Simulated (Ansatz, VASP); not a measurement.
One calculation of C, two programs

INCAR

```
  ALGO = Normal
  EDIFF = 1E-6
  ENCUT = 520
  GGA = CA
  ISIF = 2
  ISMEAR = 0
  LASPH = True
  LCHARG = False
  LREAL = False
  LWAVE = False
  NBANDS = 26
  NELM = 80
  PREC = Accurate
  SIGMA = 0.05
```

Contents of KPOINTS:

```
k-points
0
Gamma
  8 8 8
```

POSCAR

```
C
1.0
   -2.4465542730      2.4465542730      2.3742423240
    2.4465542730     -2.4465542730      2.3742423240
    2.4465542730      2.4465542730     -2.3742423240
C
8
Direct
    0.3254710859      0.0000000000      0.0000000000
    0.6745289141      0.6745289141      0.6745289141
    0.0000000000      0.3254710859      0.0000000000
    0.0000000000      0.0000000000      0.3254710859
    0.0000000000      0.6745289141      0.0000000000
    0.3254710859      0.3254710859      0.3254710859
    0.6745289141      0.0000000000      0.0000000000
    0.0000000000      0.0000000000      0.6745289141
```

Input for Ansatz:

```yaml
crystal:
  lattice:
    - [-2.446554273, 2.446554273, 2.374242324]
    - [2.446554273, -2.446554273, 2.374242324]
    - [2.446554273, 2.446554273, -2.374242324]
  atoms:
    - { symbol: C, position: [0.3254710859, 0.0, 0.0] }
    - { symbol: C, position: [0.6745289141, 0.6745289141, 0.6745289141] }
    - { symbol: C, position: [0.0, 0.3254710859, 0.0] }
    - { symbol: C, position: [0.0, 0.0, 0.3254710859] }
    - { symbol: C, position: [0.0, 0.6745289141, 0.0] }
    - { symbol: C, position: [0.3254710859, 0.3254710859, 0.3254710859] }
    - { symbol: C, position: [0.6745289141, 0.0, 0.0] }
    - { symbol: C, position: [0.0, 0.0, 0.6745289141] }
basis:
  ecutwfc: 420
kpoints:
  mp_grid: { grid: [8, 8, 8] }
hamiltonian:
  xc: lda
scf:
  occupations: { method: gaussian, width: 0.05 }
output:
  forces: true
  stress: true
  eigenvalues: true
```

Change from the starting cell: strain +0.015 along x and y, -0.015 along z, atoms carried along.

Alike in both runs: task single point; functional LDA; k mesh 8 × 8 × 8; occupations gaussian, width 0.05 eV; no spin polarisation.

```csv
,VASP,Ansatz
version,VASP 6.6.1,Ansatz 0.2.0
potentials or method,"VASP PAW LDA potentials, release 64 (C), cutoff 520 eV","scalar-relativistic, plane waves, PAW"
valence electrons in the cell,32,32
```

```tsv
	VASP	Ansatz	Ansatz less VASP
gap on the k mesh at the Fermi level (eV)	2.68	2.69	+0.009
least direct gap on the mesh (eV)	3.54	3.56	+0.021
pressure (GPa)	-3.6	-4.6	-1.04
traceless stress, the component that is largest in VASP (GPa)	11.92	11.83	-0.088
rms of the force components (eV/Å)	0.358	0.352	-0.0052
```

LDA's correlation is that of Perdew and Zunger in VASP and of Perdew and Wang (1992) in Ansatz. Atom by atom the forces differ by 0.027 eV/Å (rms over components).
